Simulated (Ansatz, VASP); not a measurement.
## BaTiO3 in VASP and in Ansatz

File INCAR:

```
SYSTEM = BaTiO3
PREC     = Accurate       ! precision mode
ENCUT    = 520            ! plane-wave cutoff, eV
EDIFF    = 1E-6           ! SCF threshold, eV
ISMEAR   = 0              ! smearing method
SIGMA    = 0.01           ! smearing width, eV
LREAL    = .False.        ! projectors in reciprocal space
LASPH    = .True.         ! aspherical terms in the spheres
NELM     = 60             ! most SCF steps
ALGO     = Normal         ! electronic algorithm
ISIF     = 2              ! what is computed and relaxed
LWAVE    = .False.        ! write WAVECAR
LCHARG   = .True.         ! write CHGCAR
GGA      = PE             ! functional
LELF     = .True.         ! ELF
LVHAR    = .True.       
NBANDS   = 28             ! bands
```

Contents of KPOINTS:

```
Automatic mesh
0
Gamma
  6 6 6
  0 0 0
```

Contents of POSCAR:

```
BaTiO3
1.0
    4.0192506705      0.0000000000      0.0000000000
    0.0000000000      4.0192506705      0.0000000000
    0.0000000000      0.0000000000      4.0192506705
Ba Ti O
1 1 3
Direct
    0.5000000000      0.5000000000      0.5000000000
    0.0000000000      0.0000000000      0.0000000000
    0.5000000000      0.0000000000      0.0000000000
    0.0000000000      0.5000000000      0.0000000000
    0.0000000000      0.0000000000      0.5000000000
```

Input for Ansatz:

```yaml
crystal:
  lattice:
    - [4.0192506705, 0.0, 0.0]
    - [0.0, 4.0192506705, 0.0]
    - [0.0, 0.0, 4.0192506705]
  atoms:
    - { symbol: Ba, position: [0.5, 0.5, 0.5] }
    - { symbol: Ti, position: [0.0, 0.0, 0.0] }
    - { symbol: O, position: [0.5, 0.0, 0.0] }
    - { symbol: O, position: [0.0, 0.5, 0.0] }
    - { symbol: O, position: [0.0, 0.0, 0.5] }
kpoints:
  mp_grid: { grid: [6, 6, 6] }
hamiltonian:
  xc: pbe
scf:
  occupations: { method: fixed }
  n_extra_bands: 5
output:
  forces: true
  stress: true
  eigenvalues: true
```

Alike in both runs: task single point; functional PBE; k mesh 6 × 6 × 6; no spin polarisation.

|  | VASP | Ansatz |
| --- | --- | --- |
| version | VASP 6.6.1 | Ansatz 0.2.0 |
| potentials or method | VASP PAW PBE potentials, release 64 (Ba_sv, Ti_sv, O) | plane waves, PAW |
| plane-wave cutoff (eV) | 520 | 420 |
| occupations | gaussian, width 0.01 eV | fixed |
| valence electrons in the cell | 40 | 40 |

|  | VASP | Ansatz | Ansatz less VASP |
| --- | --- | --- | --- |
| gap on the k mesh at the Fermi level (eV) | 1.72 | 1.78 | +0.064 |
| pressure (GPa) | 1.7 | 0.0 | -1.72 |

Neither program's run includes spin-orbit coupling.
